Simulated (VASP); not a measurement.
Wanted: the native input for a VASP 6.6.1 run.

- Task: single point
- Functional: PBEsol
- Potentials or basis: VASP PAW PBE potentials, release 64 (O, H, S)
- Cutoff: 520 eV
- k mesh: 1 × 1 × 1
- Occupations: fermi-dirac, width 0.02 eV
- Spin: no spin polarisation
- Dipole correction: no
- Further INCAR settings: ALGO = Normal; EDIFF = 1e-06; NBANDS = 44

The structure of H14SO6 lies in POSCAR:

```
H14SO6
1.0
    5.7689980000      0.0000000000      0.0000000000
    0.0000000000      5.7689980000      0.0000000000
    0.0000000000      0.0000000000      5.7689980000
O H S
6 14 1
Direct
    0.8494196046      0.9238866091      0.6730111538
    0.4769632439      0.6067604808      0.4323974458
    0.0154619572      0.4740511264      0.5089965363
    0.5138673995      0.1982666661      0.7005895998
    0.7232798486      0.8356910507      0.1745537093
    0.1986306808      0.0509273881      0.4368002901
    0.9941067756      0.9784194760      0.5745885161
    0.8220665010      0.7750046022      0.5935866159
    0.5284453210      0.7398511839      0.3457099482
    0.4937252535      0.4719363744      0.3211649579
    0.1697348482      0.5351015896      0.5046283601
    0.0548448795      0.3188595316      0.4568731000
    0.6631654232      0.1189461324      0.6970014550
    0.5187035946      0.3707056234      0.7136074583
    0.7156355402      0.8923213355      0.0107297662
    0.8515343566      0.7298494470      0.1821460157
    0.2420871007     -0.0638412424      0.3097418304
    0.3427284946      0.0678627380      0.5375803562
    0.0719882378      0.6991162070      0.8081819408
    0.2247184000      0.4632173559      1.0158089845
    0.2747964205      0.6910905499      0.9525570992
```

One way to write it, as run:

INCAR

```
PREC     = Accurate       # precision mode
ENCUT    = 520            # plane-wave cutoff, eV
EDIFF    = 1E-6           # SCF threshold, eV
ISMEAR   = -1             # smearing method
SIGMA    = 0.02           # smearing width, eV
LREAL    = False          # projectors in reciprocal space
LASPH    = True           # aspherical terms in the spheres
NELM     = 120            # most SCF steps
ALGO     = Normal         # electronic algorithm
ISIF     = 2              # what is computed and relaxed
LWAVE    = False          # write WAVECAR
LCHARG   = False          # write CHGCAR
GGA      = PS             # functional
NBANDS   = 44             # bands
GGA_COMPAT= False
```

KPOINTS

```
regular mesh
0
Gamma
  1 1 1
```

Potentials or basis: VASP PAW PBE potentials, release 64 (O, H, S).

The run is started by

```bash
$ cat potpaw_PBE.64/O/POTCAR potpaw_PBE.64/H/POTCAR potpaw_PBE.64/S/POTCAR > POTCAR
$ mpirun -np 1 vasp_gam > vasp.out
```

It gave:

```json
{
  "Pressure": "1.5 GPa",
  "Largest force": "2.943 eV/Å",
  "Band gap on the k mesh": "3.90 eV"
}
```

Caveat: the k points lie up to 1.09 Å⁻¹ apart; the PAW data sets were made with another functional, which shifts forces and pressure a little.

Run time: 13 s on 1 thread of Intel(R) Xeon(R) 6975P-C (Granite Rapids) (shared host), peak memory 0.3 GiB.
